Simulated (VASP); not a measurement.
# PbS (P-6m2) in VASP: settings compared

Aim: see how the results for PbS move with the level of theory and the settings. Levels: PBE, PBE+D3(BJ). Tasks: single point.

Program: VASP 6.6.1. These are calculated values, not measurements. Logs are shortened: lines on timing, memory, paths and dates and some standing lists are left out, and cuts for length are marked.

### Step 1. The cell of the first run

The structure is hexagonal, space group P-6m2 (No. 187). The conventional cell has a = 4.090 Å, b = 4.090 Å, c = 3.788 Å, α = 90.00°, β = 90.00°, γ = 120.00°. Pb (site symmetry -6m2) has 6 S at 3.03 Å and 2 Pb at 3.79 Å within 4.0 Å. Within 4.0 Å of S (site symmetry -6m2) lie 6 Pb at 3.03 Å and 2 S at 3.79 Å.

### Step 2. Single point, PBE

INCAR

```
SYSTEM = PbS
  PREC = Accurate
  ENCUT = 520
  EDIFF = 1E-6
  ISMEAR = 0
  SIGMA = 0.1
  LREAL = .FALSE.
  LASPH = .TRUE.
  NELM = 80
  ALGO = Normal
  ISIF = 2
  LWAVE = .FALSE.
  LCHARG = .FALSE.
  GGA = PE
  NELECT = 20.5
  NBANDS = 17
```

KPOINTS

```
Automatic mesh
0
G
  3 3 1
  0 0 0
```

POSCAR

```
PbS
1.0
    4.0896976867      0.0000000000      0.0000000000
   -2.0448488433      3.5417820905      0.0000000000
    0.0000000000      0.0000000000      3.7881670000
Pb S
1 1
Direct
    0.0000000000      0.0000000000      0.0000000000
    0.6666666667      0.3333333333      0.5000000000
```

Potentials or basis: VASP PAW PBE potentials, release 64 (Pb_d, S).

The run is started by

```console
cat potpaw_PBE.64/Pb_d/POTCAR potpaw_PBE.64/S/POTCAR > POTCAR
mpirun -np 1 vasp_std > vasp.out
```

OUTCAR:

```text
SYSTEM = PbS
   PREC = Accurate
   ENCUT = 520
   EDIFF = 1E-6
   ISMEAR = 0
   LREAL = .FALSE.
   LASPH = .TRUE.
   NELM = 80
   ISIF = 2
   GGA = PE
   NELECT = 20.5

 ion  position               nearest neighbor table
   1  0.000  0.000  0.000-   2 3.03   2 3.03   2 3.03   2 3.03   2 3.03   2 3.03
   2  0.667  0.333  0.500-   1 3.03   1 3.03   1 3.03   1 3.03   1 3.03   1 3.03

  LATTYP: Found a hexagonal cell.
 ALAT       =     4.0896976867
 C/A-ratio  =     0.9262706660

  Lattice vectors:

 A1 = (   4.0896976867,   0.0000000000,   0.0000000000)
 A2 = (  -2.0448488433,   3.5417820905,   0.0000000000)
 A3 = (   0.0000000000,   0.0000000000,   3.7881670000)

Analysis of symmetry for initial positions (statically):
=====================================================================
 Subroutine PRICEL returns:
 Original cell was already a primitive cell.

 Routine SETGRP: Setting up the symmetry group for a
 hexagonal supercell.

 Subroutine GETGRP returns: Found 12 space group operations
 (whereof 12 operations were pure point group operations)
 out of a pool of 24 trial point group operations.

The static configuration has the point symmetry D_3h.

Analysis of symmetry for dynamics (positions and initial velocities):
=====================================================================
 Subroutine PRICEL returns:
 Original cell was already a primitive cell.

 Routine SETGRP: Setting up the symmetry group for a
 hexagonal supercell.

 Subroutine GETGRP returns: Found 12 space group operations
 (whereof 12 operations were pure point group operations)
 out of a pool of 24 trial point group operations.

The dynamic configuration has the point symmetry D_3h.

 Subroutine INISYM returns: Found 12 space group operations
 (whereof 12 operations are pure point group operations),
 and found     1 'primitive' translations

----------------------------------------------------------------------------------------

                                     Primitive cell

  volume of cell :      54.8709

  direct lattice vectors                    reciprocal lattice vectors
     4.089697687  0.000000000  0.000000000     0.244516851  0.141171870  0.000000000
    -2.044848843  3.541782090  0.000000000     0.000000000  0.282343740  0.000000000
     0.000000000  0.000000000  3.788167000     0.000000000  0.000000000  0.263979914

  length of vectors
     4.089697687  4.089697687  3.788167000     0.282343740  0.282343740  0.263979914

  position of ions in fractional coordinates (direct lattice)
     0.000000000  0.000000000  0.000000000
     0.666666667  0.333333333  0.500000000

  ion indices of the primitive-cell ions
   primitive index   ion index
                 1           1
                 2           2

----------------------------------------------------------------------------------------

 KPOINTS: Automatic mesh

Automatic generation of k-mesh.
 Grid dimensions read from file:
 generate k-points for:    3    3    1

 Generating k-lattice:

  Cartesian coordinates                     Fractional coordinates (reciprocal lattice)
     0.081505617  0.047057290  0.000000000     0.333333333  0.000000000  0.000000000
     0.000000000  0.094114580  0.000000000     0.000000000  0.333333333  0.000000000
     0.000000000  0.000000000  0.263979914     0.000000000  0.000000000  1.000000000

  Length of vectors
     0.094114580  0.094114580  0.263979914

  Shift w.r.t. Gamma in fractional coordinates (k-lattice)
     0.000000000  0.000000000  0.000000000

 Subroutine IBZKPT returns following result:
 ===========================================

 Found      3 irreducible k-points:

 Following reciprocal coordinates:
            Coordinates               Weight
  0.000000  0.000000  0.000000      1.000000
  0.333333 -0.000000  0.000000      6.000000
  0.333333  0.333333  0.000000      2.000000
   k-points           NKPTS =      3   k-points in BZ     NKDIM =      3   number of bands    NBANDS=     17
   number of dos      NEDOS =    301   number of ions     NIONS =      2
   total plane-waves  NPLWV =  25200
   dimension x,y,z NGX =    30 NGY =   30 NGZ =   28
   dimension x,y,z NGXF=    60 NGYF=   60 NGZF=   56
   ions per type =               1   1
   NGX,Y,Z   is equivalent  to a cutoff of  12.19, 12.19, 12.29 a.u.
   NGXF,Y,Z  is equivalent  to a cutoff of  24.39, 24.39, 24.58 a.u.
 SYSTEM =  PbS
   PREC   = accura    normal or accurate (medium, high low for compatibility)
   ISTART =      0    job   : 0-new  1-cont  2-samecut
   ICHARG =      2    charge: 1-file 2-atom 10-const
   ISPIN  =      1    spin polarized calculation?
   LNONCOLLINEAR =      F non collinear calculations
   LSORBIT =      F    spin-orbit coupling
   LASPH  =      T    aspherical Exc in radial PAW
   ENCUT  =  520.0 eV  38.22 Ry    6.18 a.u.   7.60  7.60  7.04*2*pi/ulx,y,z
   NELM   =     80;   NELMIN=  2; NELMDL= -5     # of ELM steps
   EDIFF  = 0.1E-05   stopping-criterion for ELM
   LREAL  =      F    real-space projection
   EDIFFG = 0.1E-04   stopping-criterion for IOM
   NSW    =      0    number of steps for IOM
   IBRION =     -1    ionic relax: 0-MD 1-quasi-New 2-CG
   NFREE  =      0    steps in history (QN), initial steepest desc. (CG)
   ISIF   =      2    stress and relaxation
   ISYM   =      2    0-nonsym 1-usesym 2-fastsym
   POTIM  = 0.5000    time-step for ionic-motion
   TEBEG  =    0.0;   TEEND  =   0.0 temperature during run
   PSTRESS=    0.0 pullay stress
   NELECT =      20.5000    total number of electrons
   NUPDOWN=      -1.0000    fix difference up-down
   EMIN   =  10.00;   EMAX   =-10.00  energy-range for DOS
   EFERMI =   0.00;   METHOD = LEGACY
   ISMEAR =     0;   SIGMA  =   0.10  broadening in eV -4-tet -1-fermi 0-gaus
   EFERMI_NEDOS =   21; number of points for ismear=-14 and -15
   IALGO  =     38    algorithm
   IMIX   =      4    mixing-type and parameters
     AMIX     =   0.40;   BMIX     =  1.00
     AMIX_MAG =   1.60;   BMIX_MAG =  1.00
  volume/ion in A,a.u.               =      27.44       185.14
  Fermi-wavevector in a.u.,A,eV,Ry     =   1.179086  2.228149 18.915408  1.390243
  Thomas-Fermi vector in A             =   2.315403
   LORBIT       =      0    0 simple, 1 ext, 2 COOP (PROOUT), +10 PAW based schemes
   GGA     = PE    functional components
   LHFCALC =     F    Hartree Fock is set to
   AEXX    =    0.0000 exact exchange contribution
   IVDW    =     0    specifies the selected vdW correction
   LEPSILON=     F    determine dielectric tensor
   LRPA    =     F    only Hartree local field effects (RPA)
 non-spin polarized calculation
 Gauss-broadening in eV      SIGMA  =   0.10
  energy-cutoff  :      520.00
  volume of cell :       54.87
 maximum number of plane-waves:      1473
 NGX is ok and might be reduce to    30
   NGX = 15   NGY = 15   NGZ = 15

 number of electron      20.4999998 magnetization

 Free energy of the ion-electron system (eV)
  ---------------------------------------------------
  ext. energy  EPLUGINS =         0.00000000
  ---------------------------------------------------
  free energy    TOTEN  =        -3.29916685 eV

  energy without entropy =       -3.25706104  energy(sigma->0) =       -3.27811395

 E-fermi :   7.0079     XC(G=0):  -9.6518

 val. band max:        5.4071168415   @ k =   0.3333   0.3333   0.0000
 cond. band min:       7.0348218186   @ k =   0.3333   0.3333   0.0000
 fundamental gap:      1.6277049771
 Fermi energy:         7.0079094510

 k-point     1 :       0.0000    0.0000    0.0000
  band No.  band energies     occupation
      1     -12.0679      2.00000
      2     -11.8686      2.00000
      3     -11.8686      2.00000
      4     -11.7933      2.00000
      5     -11.7933      2.00000
      6      -7.8600      2.00000
[... 9 lines left out ...]
     16      16.1484      0.00000
     17      16.1500      0.00000

 k-point     2 :       0.3333   -0.0000    0.0000
  band No.  band energies     occupation
      1     -12.0483      2.00000
      2     -11.8920      2.00000
      3     -11.8737      2.00000
      4     -11.8105      2.00000
      5     -11.7459      2.00000
      6      -7.0556      2.00000
[... 9 lines left out ...]
     16      15.7721      0.00000
     17      16.2457      0.00000

 k-point     3 :       0.3333    0.3333    0.0000
  band No.  band energies     occupation
      1     -12.0374      2.00000
      2     -11.8938      2.00000
      3     -11.8861      2.00000
      4     -11.7862      2.00000
      5     -11.7570      2.00000
      6      -6.4365      2.00000
[... 9 lines left out ...]
     16      13.8194      0.00000
     17      13.9333      0.00000

------------------------ aborting loop because EDIFF is reached ----------------------------------------

  FORCE on cell =-STRESS in cart. coord.  units (eV):
  Direction    XX          YY          ZZ          XY          YZ          ZX
  --------------------------------------------------------------------------------------
  -------------------------------------------------------------------------------------
  Total        7.0392432      7.0392432      9.7232540      0.0000000     -0.0000000      0.0000000
  in kB      205.5390736    205.5390736    283.9095840      0.0000000     -0.0000000      0.0000000
  external PRESSURE =     231.6625771 kB  Pullay stress =       0.0000000 kB

 VOLUME and BASIS-vectors are now :
 -----------------------------------------------------------------------------
  energy-cutoff  :      520.00
  volume of cell :       54.87
      direct lattice vectors                 reciprocal lattice vectors
     4.089697687  0.000000000  0.000000000     0.244516851  0.141171870  0.000000000
    -2.044848843  3.541782090  0.000000000     0.000000000  0.282343740  0.000000000
     0.000000000  0.000000000  3.788167000     0.000000000  0.000000000  0.263979914

 POSITION                                       TOTAL-FORCE (eV/Angst)
 -----------------------------------------------------------------------------------
      0.00000      0.00000      0.00000        -0.000000      0.000000      0.000000
      2.04485      1.18059      1.89408         0.000000     -0.000000      0.000000
 -----------------------------------------------------------------------------------
    total drift:                               -0.000000      0.000000      0.000000

  FREE ENERGIE OF THE ION-ELECTRON SYSTEM (eV)
  ---------------------------------------------------
  free  energy   TOTEN  =        -3.2991668493 eV

  energy  without entropy=       -3.2570610407  energy(sigma->0) =       -3.27811395
```

Run time: 7.4 s. Hardware: 1 thread of Intel Xeon 8259CL, shared host; peak memory 0.16 GiB.

What came out:

- Free energy: -3.2992 eV

Levels at points of the mesh, in eV from the Fermi level:
```csv
k point,band 7,band 8,band 9,band 10,band 11,band 12,band 13,band 14
"(0.00, 0.00, 0.00)",-8.30,-3.81,-3.41,-3.41,1.47,1.47,3.34,4.51
```

Caveat: the k points lie up to 1.66 Å⁻¹ apart; the cell carries a net charge on a neutralising background, which shifts energy and pressure; the cell is charged against a uniform background, so pressure and absolute levels hang on convention; spin-orbit coupling is left out, which moves the levels of the heavy elements.

### Step 3. Single point, PBE

INCAR

```
PREC = Accurate ; ENCUT = 520
EDIFF = 1E-6 ; ISMEAR = 0
SIGMA = 0.0065 ; LREAL = False
LASPH = True ; NELM = 80
ALGO = Normal ; ISIF = 2
LWAVE = False ; LCHARG = False
GGA = PE ; NBANDS = 17
```

KPOINTS

```
regular mesh
0
Gamma
  6 6 4
```

POSCAR is that of step 2.

Potentials or basis: VASP PAW PBE potentials, release 64 (Pb_d, S).

The run is started by

```console
cat potpaw_PBE.64/Pb_d/POTCAR potpaw_PBE.64/S/POTCAR > POTCAR
mpirun -np 1 vasp_std > vasp.out
```

Wall time 23 s (1 thread of Intel Xeon 8259CL, shared host); peak memory 0.17 GiB.

It converged, with:

```
Free energy            : -8.5376 eV
Pressure               : -0.5 GPa
Band gap on the k mesh : zero (band 10 reaches 5.28 eV, above the bottom of band 11 at 4.87 eV)
```

Stress tensor (GPa, compression positive):
```
-0.79  0.00  0.00
 0.00 -0.79  0.00
 0.00  0.00  0.20
```

Levels at points of the mesh, in eV from the Fermi level:
| k point | band 8 | band 9 | band 10 | band 11 | band 12 | band 13 |
| --- | --- | --- | --- | --- | --- | --- |
| (0.00, 0.00, 0.00) | -2.20 | -1.73 | -1.73 | 3.43 | 3.43 | 5.24 |
| (0.50, 0.00, 0.00) | -2.74 | -1.84 | -1.22 | 1.88 | 3.90 | 5.23 |
| (0.00, 0.00, 0.50) | -1.15 | -1.15 | -0.03 | 0.85 | 3.84 | 3.84 |
| (0.50, 0.00, 0.50) | -4.11 | -4.06 | -1.48 | 2.10 | 2.74 | 2.76 |

Caveat: the k points lie up to 0.41 Å⁻¹ apart; spin-orbit coupling is left out, which moves the levels of the heavy elements.

### Step 4. Single point, PBE

INCAR

```
SYSTEM = PbS
PREC = Accurate
ENCUT = 520
EDIFF = 1E-7
ISMEAR = 0
SIGMA = 0.1
LREAL = .FALSE.
LASPH = .TRUE.
NELM = 60
ALGO = Normal
ISIF = 2
LWAVE = .FALSE.
LCHARG = .FALSE.
GGA = PE
NBANDS = 17
```

KPOINTS

```
Automatic mesh
0
G
  6 6 4
  0 0 0
```

POSCAR

```
PbS
1.0
    4.0703492490      0.0000000000      0.0000000000
   -2.0351746245      3.5250258519      0.0000000000
    0.0000000000      0.0000000000      3.8242667611
Pb S
1 1
Direct
    0.0000000000      0.0000000000      0.0000000000
    0.6666666667      0.3333333333      0.5000000000
```

The run is started by

```console
cat potpaw_PBE.64/Pb_d/POTCAR potpaw_PBE.64/S/POTCAR > POTCAR
mpirun -np 1 vasp_std > vasp.out
```

It took 22 s on 1 thread of Intel Xeon 8259CL, shared host; peak memory 0.17 GiB.

The run converged. Its results:

```yaml
Free_energy: -8.5398 eV
Pressure: -0.7 GPa
Band_gap_on_the_k_mesh: zero (band 10 reaches 5.26 eV, above the bottom of band 11 at 4.82 eV)
```

Levels at points of the mesh, in eV from the Fermi level:
| k point | band 6 | band 7 | band 8 | band 9 | band 10 | band 11 | band 12 | band 13 | band 14 | band 15 |
| --- | --- | --- | --- | --- | --- | --- | --- | --- | --- | --- |
| (0.00, 0.00, 0.00) | -13.19 | -6.52 | -2.30 | -1.67 | -1.67 | 3.50 | 3.50 | 5.20 | 6.40 | 7.11 |
| (0.50, 0.00, 0.00) | -12.10 | -8.45 | -2.68 | -1.85 | -1.29 | 1.78 | 3.78 | 5.20 | 5.33 | 10.88 |
| (0.00, 0.00, 0.50) | -12.12 | -9.05 | -1.12 | -1.12 | 0.00 | 0.94 | 3.88 | 3.88 | 8.23 | 8.23 |
| (0.50, 0.00, 0.50) | -11.49 | -7.44 | -4.10 | -4.07 | -1.46 | 2.11 | 2.71 | 2.83 | 8.27 | 10.50 |

Caveat: the k points lie up to 0.41 Å⁻¹ apart; spin-orbit coupling is left out, which moves the levels of the heavy elements.

### Step 5. Single point, PBE

INCAR

```
ALGO = Normal
EDIFF = 1E-6
ENCUT = 520
GGA = PE
ISIF = 2
ISMEAR = 1
LASPH = True
LCHARG = False
LREAL = False
LWAVE = False
NBANDS = 17
NELM = 60
PREC = Accurate
SIGMA = 0.06802846561497
```

KPOINTS

```
k-points
0
Gamma
  6 6 4
```

POSCAR

```
PbS
1.0
    4.0896976867      0.0000000000      0.0000000000
   -2.0448488433      3.5417820905      0.0000000000
    0.0000000000      0.0000000000      3.7881670000
Pb S
1 1
Direct
    0.8130000000      0.3900000000      0.1880000000
    1.4796666667      0.7233333333      0.6880000000
```

The run is started by

```console
cat potpaw_PBE.64/Pb_d/POTCAR potpaw_PBE.64/S/POTCAR > POTCAR
mpirun -np 1 vasp_std > vasp.out
```

Run time: 25 s. Hardware: 1 thread of Intel Xeon 8259CL, shared host; peak memory 0.17 GiB.

The run converged. Its results:

```
Free energy            : -8.5376 eV
Pressure               : -0.5 GPa
Band gap on the k mesh : zero (band 10 reaches 5.28 eV, above the bottom of band 11 at 4.86 eV)
```

Stress tensor (GPa, compression positive):
```
-0.79  0.00  0.00
 0.00 -0.79  0.00
 0.00  0.00  0.22
```

Levels at points of the mesh, in eV from the Fermi level:
```csv
k point,band 8,band 9,band 10,band 11,band 12,band 13
"(0.00, 0.00, 0.00)",-2.21,-1.75,-1.75,3.41,3.41,5.22
"(0.50, 0.00, 0.00)",-2.75,-1.85,-1.24,1.86,3.88,5.21
"(0.00, 0.00, 0.50)",-1.17,-1.17,-0.04,0.83,3.82,3.82
"(0.50, 0.00, 0.50)",-4.13,-4.08,-1.49,2.09,2.73,2.75
```

Caveat: the k points lie up to 0.41 Å⁻¹ apart; spin-orbit coupling is left out, which moves the levels of the heavy elements.

(Part 1 of 2 ends here.)
